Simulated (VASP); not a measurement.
# CoO (C2/m) in VASP: further runs

CoO is run at these levels: revPBE+D3(BJ)+U; tasks: relaxation of shape and atoms at fixed volume, single point.

All numbers are computed with VASP 6.6.1; they aren't measurements. Logs are shortened: lines on timing, memory, paths and dates and some standing lists are left out, and cuts for length are marked.

### Step 1. The cell of the first run

The typed cell holds 2 atoms: a = 3.031 Å, b = 3.001 Å, c = 3.031 Å, α = 120.31°, β = 119.98°, γ = 90.04°.

### Step 2. Relaxation of shape and atoms at fixed volume, revPBE+D3(BJ)+U, collinear spin, ferromagnetic start (9.70 Å³/atom)

Input file INCAR:

```
PREC = Accurate ; ENCUT = 600
EDIFF = 1E-6 ; ISMEAR = 0
SIGMA = 0.05 ; LREAL = F
LASPH = T ; NELM = 150
ALGO = Normal ; ISIF = 4
LWAVE = F ; LCHARG = F
ISPIN = 2 ; MAGMOM = 2.87 0.25
LORBIT = 11 ; LMAXMIX = 4
LDAU = T ; LDAUTYPE = 2
LDAUL = 2 -1 ; LDAUU = 3.3 0
LDAUJ = 0 0 ; LDAUPRINT = 1
GGA = RE ; IVDW = 12
IBRION = 2 ; NSW = 60
EDIFFG = -0.01
```

Input file KPOINTS:

```
Automatic mesh
0
Gamma
  10 10 10
```

Input file POSCAR:

```
CoO
1.0
   -1.5157058974      1.5159105130      2.1424411874
    1.4858557373     -1.5159105130      2.1211045484
    1.5157058974      1.5159105130     -2.1424411874
Co O
1 1
Direct
    0.0000000000      0.0000000000      0.0000000000
    0.5000000000      0.5000000000      0.0000000000
```

Potentials or basis: VASP PAW PBE potentials, release 64 (Co, O).

The run is started by

```
cat potpaw_PBE.64/Co/POTCAR potpaw_PBE.64/O/POTCAR > POTCAR
mpirun -np 1 vasp_std > vasp.out
```

OUTCAR:

```text
PREC = Accurate
   ENCUT = 600
   EDIFF = 1E-6
   ISMEAR = 0
   LREAL = F
   LASPH = T
   NELM = 150
   ISIF = 4
   ISPIN = 2
   LORBIT = 11
   GGA = RE
   IVDW = 12
   IBRION = 2
   NSW = 60
   EDIFFG = -0.01
 IVDW          = 12

 ion  position               nearest neighbor table
   1  0.000  0.000  0.000-   2 2.13   2 2.13   2 2.13   2 2.13   2 2.13   2 2.13
   2  0.500  0.500  0.000-   1 2.13   1 2.13   1 2.13   1 2.13   1 2.13   1 2.13

  LATTYP: Found a base centered monoclinic cell.
 ALAT       =     5.1795180383
 B/A-ratio  =     0.5853480968
 C/A-ratio  =     0.5795206132
 COS(beta)  =    -0.5679063841

  Lattice vectors:

 A1 = (  -1.4858557373,  -1.5159105130,  -2.1211045484)
 A2 = (  -1.4858557373,   1.5159105130,  -2.1211045484)
 A3 = (   3.0015616347,   0.0000000000,  -0.0213366390)

Analysis of symmetry for initial positions (statically):
=====================================================================
 Subroutine PRICEL returns:
 Original cell was already a primitive cell.

 Routine SETGRP: Setting up the symmetry group for a
 base centered monoclinic supercell.

 Subroutine GETGRP returns: Found  4 space group operations
 (whereof  4 operations were pure point group operations)
 out of a pool of  4 trial point group operations.

The static configuration has the point symmetry C_2h.

Analysis of symmetry for dynamics (positions and initial velocities):
=====================================================================
 Subroutine PRICEL returns:
 Original cell was already a primitive cell.

 Routine SETGRP: Setting up the symmetry group for a
 base centered monoclinic supercell.

 Subroutine GETGRP returns: Found  4 space group operations
 (whereof  4 operations were pure point group operations)
 out of a pool of  4 trial point group operations.

The dynamic configuration has the point symmetry C_2h.

Analysis of structural, dynamic, and magnetic symmetry:
[... 155 lines left out ...]

 number of electron      15.0000006 magnetization       2.9999823

 Free energy of the ion-electron system (eV)
  ---------------------------------------------------
  ext. energy  EPLUGINS =         0.00000000
  ---------------------------------------------------
  free energy    TOTEN  =       -10.79312627 eV

  energy without entropy =      -10.79089113  energy(sigma->0) =      -10.79200870

------------------------ aborting loop because EDIFF is reached ----------------------------------------

 Edisp (eV)   -1.00775

 E8    (eV) :    -0.6635
[... 65 lines left out ...]
  FREE ENERGIE OF THE ION-ELECTRON SYSTEM (eV)
  ---------------------------------------------------
  free  energy   TOTEN  =       -11.8010691660 eV

  energy  without entropy=      -11.7988802581  energy(sigma->0) =      -11.79997471

atom =   1  type =  1  l = 2

 onsite density matrix

spin component  1

  1.0113 -0.0003 -0.0000 -0.0000  0.0000
 -0.0003  0.9692 -0.0000  0.0000  0.0000
 -0.0000 -0.0000  1.0113 -0.0002  0.0003
 -0.0000  0.0000 -0.0002  0.9674 -0.0011
  0.0000  0.0000  0.0003 -0.0011  0.9685

spin component  2

  0.1511 -0.0989  0.0000  0.0000 -0.0000
 -0.0989  0.4862  0.0000  0.0000  0.0000
  0.0000  0.0000  0.1512 -0.0573  0.0807
  0.0000  0.0000 -0.0573  0.7992  0.2225
 -0.0000  0.0000  0.0807  0.2225  0.6445

 occupancies and eigenvectors

  o =  0.1241  v =  0.0000  0.0000  0.0000  0.0000  0.0000  0.9647  0.2634 -0.0000 -0.0000  0.0000      0.0000  0.0000  0.0000  0.0000  0.0000  0.0000  0.0000  0.0000  0.0000  0.0000
  o =  0.1242  v =  0.0000  0.0000  0.0000  0.0000  0.0000 -0.0000 -0.0000 -0.9646 -0.1527  0.2149      0.0000  0.0000  0.0000  0.0000  0.0000  0.0000  0.0000  0.0000  0.0000  0.0000
  o =  0.5132  v =  0.0000  0.0000  0.0000  0.0000  0.0000  0.2634 -0.9647  0.0000 -0.0000  0.0000      0.0000  0.0000  0.0000  0.0000  0.0000  0.0000  0.0000  0.0000  0.0000  0.0000
  o =  0.5134  v =  0.0000  0.0000  0.0000  0.0000  0.0000  0.0000 -0.0000 -0.2636  0.5590 -0.7862      0.0000  0.0000  0.0000  0.0000  0.0000  0.0000  0.0000  0.0000  0.0000  0.0000
  o =  0.9574  v =  0.0000  0.0000  0.0000  0.0000  0.0000  0.0000  0.0000  0.0001  0.8150  0.5795      0.0000  0.0000  0.0000  0.0000  0.0000  0.0000  0.0000  0.0000  0.0000  0.0000
  o =  0.9667  v = -0.0000  0.0000 -0.0001 -0.8454 -0.5341  0.0000  0.0000  0.0000  0.0000  0.0000      0.0000  0.0000  0.0000  0.0000  0.0000  0.0000  0.0000  0.0000  0.0000  0.0000
  o =  0.9692  v = -0.0000 -0.0000 -0.0072 -0.5341  0.8454  0.0000  0.0000  0.0000  0.0000  0.0000      0.0000  0.0000  0.0000  0.0000  0.0000  0.0000  0.0000  0.0000  0.0000  0.0000
  o =  0.9692  v =  0.0081  1.0000 -0.0000 -0.0000  0.0000  0.0000  0.0000  0.0000  0.0000  0.0000      0.0000  0.0000  0.0000  0.0000  0.0000  0.0000  0.0000  0.0000  0.0000  0.0000
  o =  1.0113  v = -0.0000  0.0000 -1.0000  0.0039 -0.0060  0.0000  0.0000  0.0000  0.0000  0.0000      0.0000  0.0000  0.0000  0.0000  0.0000  0.0000  0.0000  0.0000  0.0000  0.0000
  o =  1.0113  v = -1.0000  0.0081  0.0000 -0.0000  0.0000  0.0000  0.0000  0.0000  0.0000  0.0000      0.0000  0.0000  0.0000  0.0000  0.0000  0.0000  0.0000  0.0000  0.0000  0.0000

--------------------------------------- Ionic step        3  -------------------------------------------

 number of electron      15.0000004 magnetization       3.0000001

 Free energy of the ion-electron system (eV)
  ---------------------------------------------------
  ext. energy  EPLUGINS =         0.00000000
  ---------------------------------------------------
  free energy    TOTEN  =       -10.79359696 eV

  energy without entropy =      -10.79156347  energy(sigma->0) =      -10.79258021

 E-fermi :   7.7938     XC(G=0): -12.2228

 val. band max:        7.7881614480   @ k =   0.4000  -0.2000   0.1000
 cond. band min:       7.7948653366   @ k =   0.4000   0.3000   0.0000
 fundamental gap:      0.0067038886
 Fermi energy:         7.7937713836

 spin component 1

 k-point     1 :       0.0000    0.0000    0.0000
  band No.  band energies     occupation
      1     -12.0693      1.00000
      2       2.8372      1.00000
      3       2.8390      1.00000
      4       3.0640      1.00000
      5       3.0643      1.00000
      6       3.7955      1.00000
      7       5.0094      1.00000
      8       5.0113      1.00000
      9       5.2028      1.00000
     10       9.0421      0.00000
     11      24.8997      0.00000
     12      24.9056      0.00000
[... 790 lines left out ...]
  FREE ENERGIE OF THE ION-ELECTRON SYSTEM (eV)
  ---------------------------------------------------
  free  energy   TOTEN  =       -11.8013790105 eV

  energy  without entropy=      -11.7993455209  energy(sigma->0) =      -11.80036227

 reached required accuracy - stopping structural energy minimisation

 total charge

# of ion       s       p       d       tot
------------------------------------------
    1        0.296   0.359   7.136   7.791
    2        1.553   3.455   0.000   5.009
--------------------------------------------------
tot          1.849   3.814   7.136  12.800

 magnetization (x)

# of ion       s       p       d       tot
------------------------------------------
    1        0.021   0.016   2.694   2.731
    2        0.023   0.229   0.000   0.251
--------------------------------------------------
tot          0.043   0.245   2.694   2.982
```

CONTCAR:

```text
CoO
   1.00000000000000
    -1.5213387835161534    1.5208249919285035    2.1512211247309443
     1.4693576683350529   -1.5208249919285035    2.1144140038241455
     1.5213387835161534    1.5208249919285035   -2.1512211247309443
  Co              O
     1     1
Direct
     0.0000000000000000    0.0000000000000000    0.0000000000000000
     0.5000000000000000    0.5000000000000000    0.0000000000000000

  0.00000000E+00  0.00000000E+00  0.00000000E+00
  0.00000000E+00  0.00000000E+00  0.00000000E+00
```

Run time: 6.1 min. Hardware: 1 thread of Intel Xeon Platinum 8259CL at 2.50GHz (Skylake/Cascade Lake), shared host; peak memory 0.29 GiB.

Results:

| Property | Result |
| --- | --- |
| Free energy | -11.8014 eV |
| Energy gained by relaxing | 0.3 meV/atom |
| Ionic steps | 3 |
| Pressure after relaxing | -4.9 GPa |
| Band gap on the k mesh | zero (filled and empty bands overlap) |
| Net moment | 3.00 μB per cell |
| Site moments | Co +2.73; O +0.25 μB |
| Valence electrons inside the program's atomic spheres | Co 7.79; O 5.01 |
| Dispersion energy per atom | -0.504 eV |

Step by step:
| step | energy change (eV) | largest force (eV/Å) | pressure (GPa) | volume (Å³) |
| --- | --- | --- | --- | --- |
| 1 | 0.0000 | 0.0000 | -4.83 | 19.40 |
| 2 | -0.0002 | 0.0000 | -4.83 | 19.40 |
| 3 | -0.0005 | 0.0000 | -4.91 | 19.40 |

Final structure:
```
CELL_PARAMETERS angstrom
-1.52134 1.52082 2.15122
1.46936 -1.52082 2.11441
1.52134 1.52082 -2.15122
ATOMIC_POSITIONS crystal
Co 0.00000 0.00000 0.00000
O 0.50000 0.50000 0.00000
```

Levels at points of the mesh, in eV from the Fermi level:
Spin up:
```
           k point  band 7  band 8  band 9  band 10  band 11  band 12
(0.00, 0.00, 0.00)   -2.78   -2.78   -2.59     1.25    17.11    17.11
(0.50, 0.00, 0.00)   -3.08   -0.51   -0.47     5.37     9.49    13.58
(0.00, 0.50, 0.00)   -2.52   -0.49   -0.49     5.21     9.88    13.24
(0.50, 0.50, 0.00)   -3.85   -3.84   -3.31     6.04    10.16    11.10
(0.50, 0.00, 0.50)   -3.08   -0.51   -0.47     5.37     9.48    13.59
(0.50, 0.50, 0.50)   -3.85   -3.84   -3.32     6.04    10.16    11.10
```
Spin down:
| k point | band 2 | band 3 | band 4 | band 5 | band 6 | band 7 | band 8 | band 9 | band 10 | band 11 |
| --- | --- | --- | --- | --- | --- | --- | --- | --- | --- | --- |
| (0.00, 0.00, 0.00) | -2.53 | -2.29 | -2.29 | -2.12 | -0.90 | -0.90 | 1.55 | 1.55 | 1.79 | 16.93 |
| (0.50, 0.00, 0.00) | -7.29 | -4.10 | -3.93 | -1.48 | -0.04 | 0.53 | 3.80 | 3.93 | 5.63 | 10.33 |
| (0.00, 0.50, 0.00) | -7.45 | -4.24 | -4.24 | -1.08 | 0.42 | 0.42 | 3.84 | 3.84 | 5.46 | 10.64 |
| (0.50, 0.50, 0.00) | -6.07 | -3.59 | -3.40 | -2.82 | -0.55 | 0.24 | 2.14 | 2.38 | 7.04 | 10.56 |
| (0.50, 0.00, 0.50) | -7.29 | -4.10 | -3.92 | -1.48 | -0.04 | 0.53 | 3.80 | 3.93 | 5.63 | 10.32 |
| (0.50, 0.50, 0.50) | -6.07 | -3.59 | -3.40 | -2.82 | -0.54 | 0.24 | 2.14 | 2.38 | 7.04 | 10.56 |

Eigenvalues of the final occupation matrices:
| site | spin | trace | eigenvalues |
| --- | --- | --- | --- |
| site 1 d | 1 | 4.93 | 0.97 0.97 0.97 1.01 1.01 |
| site 1 d | 2 | 2.23 | 0.12 0.12 0.51 0.51 0.96 |

Caveat: the PAW data sets were made with another functional, which shifts forces and pressure a little; a cell with one magnetic atom can't hold antiferromagnetic order, which such compounds often take.

### Step 3. Relaxation of shape and atoms at fixed volume, revPBE+D3(BJ)+U, collinear spin, ferromagnetic start

This run uses another cell than the first one, of 9.58 Å³/atom.

Input file INCAR:

```
ALGO = Normal
EDIFF = 1E-6
EDIFFG = -0.02
ENCUT = 600
GGA = RE
IBRION = 2
ISIF = 4
ISMEAR = 0
ISPIN = 2
IVDW = 12
LASPH = T
LCHARG = F
LDAU = T
LDAUJ = 0 0
LDAUL = 2 -1
LDAUPRINT = 1
LDAUTYPE = 2
LDAUU = 3.3 0
LMAXMIX = 4
LORBIT = 11
LREAL = F
LWAVE = F
MAGMOM = 2.86 0
NELM = 150
NSW = 60
PREC = Accurate
SIGMA = 0.05
```

Input file KPOINTS:

```
k-points
0
Gamma
  10 10 10
```

Input file POSCAR:

```
CoO
1.0
   -1.5085856023      1.5096864681      2.1325830990
    1.4818132539     -1.5096864681      2.1134241447
    1.5085856023      1.5096864681     -2.1325830990
Co O
1 1
Direct
    0.0000000000      0.0000000000      0.0000000000
    0.5000000000      0.5000000000      0.0000000000
```

Potentials or basis: VASP PAW PBE potentials, release 64 (Co, O).

The run is started by

```
cat potpaw_PBE.64/Co/POTCAR potpaw_PBE.64/O/POTCAR > POTCAR
mpirun -np 1 vasp_std > vasp.out
```

Wall time 78 min (1 thread of Intel Xeon 8259CL, shared host); peak memory 0.4 GiB.

The run converged. Its results:

```
Free energy                                           : -12.3983 eV
Energy gained by relaxing                             : 312.1 meV/atom
Ionic steps                                           : 12
Pressure after relaxing                               : 103.3 GPa
Band gap on the k mesh                                : 1.42 eV (least direct gap 2.27 eV)
Net moment                                            : 3.00 μB per cell
Site moments                                          : Co +2.75; O +0.20 μB
Valence electrons inside the program's atomic spheres : Co 7.81; O 5.03
Dispersion energy per atom                            : -0.498 eV
```

Stress tensor (GPa, compression positive):
```
103.51   0.00   0.02
  0.00 103.05   0.00
  0.02   0.00 103.36
```

The path:
```
step  energy change (eV)  largest force (eV/Å)  pressure (GPa)  volume (Å³)
   1              0.0000                0.0000           99.27        19.17
   2             -0.0067                0.0000           96.55        19.17
   3             -0.0070                0.0000           95.34        19.17
   4             -0.0060                0.0000           91.86        19.17
   5             -0.0090                0.0000           81.48        19.17
   6             -0.5937                0.0000           56.44        19.17
   7             -0.6091                0.0000           84.73        19.17
   8             -0.6101                0.0000           86.75        19.17
   9             -0.6196                0.0000           94.49        19.17
  10             -0.6219                0.0000          102.60        19.17
  11             -0.6235                0.0000          103.57        19.17
  12             -0.6241                0.0000          103.31        19.17
```

Final structure:
```
CELL_PARAMETERS angstrom
-1.48892 1.50807 2.11662
1.50429 -1.50807 2.12982
1.48892 1.50807 -2.11662
ATOMIC_POSITIONS crystal
Co 0.00000 0.00000 0.00000
O 0.50000 0.50000 0.00000
```

Levels at points of the mesh, in eV from the valence-band top:
Spin up:
```csv
k point,band 7,band 8,band 9,band 10,band 11,band 12
"(0.00, 0.00, 0.00)",-2.31,-2.31,-2.30,1.62,17.37,17.67
"(0.50, 0.00, 0.00)",-2.37,-0.13,0.00,5.68,10.03,14.00
"(0.00, 0.50, 0.00)",-2.36,-0.12,0.00,5.67,10.05,14.02
"(0.50, 0.50, 0.00)",-3.56,-3.55,-2.89,6.40,10.60,11.38
"(0.50, 0.00, 0.50)",-3.17,-0.05,-0.05,5.49,10.17,13.91
"(0.50, 0.50, 0.50)",-3.56,-3.55,-2.89,6.40,10.61,11.37
```
Spin down:
```csv
k point,band 4,band 5,band 6,band 7,band 8,band 9
"(0.00, 0.00, 0.00)",-1.94,-1.93,-1.84,1.42,1.88,1.88
"(0.50, 0.00, 0.00)",-3.57,-0.90,-0.74,2.43,4.15,4.26
"(0.00, 0.50, 0.00)",-3.58,-0.90,-0.74,2.44,4.15,4.26
"(0.50, 0.50, 0.00)",-3.13,-2.80,-1.29,1.97,2.42,2.81
"(0.50, 0.00, 0.50)",-3.66,-1.50,-1.50,2.60,4.32,4.32
"(0.50, 0.50, 0.50)",-3.12,-2.81,-1.28,1.98,2.43,2.81
```

Eigenvalues of the final occupation matrices:
```csv
site,spin,trace,eigenvalues
site 1 d,1,4.93,0.97 0.97 0.97 1.01 1.01
site 1 d,2,2.22,0.04 0.13 0.13 0.96 0.96
```

Caveat: the electronic state changed during the relaxation; the PAW data sets were made with another functional, which shifts forces and pressure a little; a cell with one magnetic atom can't hold antiferromagnetic order, which such compounds often take.

[end of part 1 of 2]
